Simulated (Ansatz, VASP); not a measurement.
**One calculation of B, two programs**

```
B
1.0
    -2.77513    2.96054    0.80394
     2.96054   -2.77513    0.80394
     2.01348    2.01348   -0.46437
B
2
Direct
  0.07149 0.92851 0.00000
  0.67851 0.32149 0.50000
```

Alike in both runs: task single point; functional revPBE; k mesh 22 × 22 × 12; occupations fermi-dirac, width 0.1 eV; no spin polarisation.

```csv
,VASP,Ansatz
version,VASP 6.6.1,Ansatz 0.2.0
potentials or method,"VASP PAW PBE potentials, release 64 (B), cutoff 520 eV","plane waves (420 eV) with PAW, scalar-relativistic"
valence electrons in the cell,6,6
```

Ansatz gave:

- pressure (GPa): 0.0
- traceless stress, the component that is largest in VASP (GPa): -0.51

Q: Which values does VASP return?

A: Pressure (GPa): -0.1; traceless stress, the component that is largest in VASP (GPa): -0.46.

VASP's potentials were made for PBE, not for revPBE. Ansatz's warnings: structure snapped to symmetry.
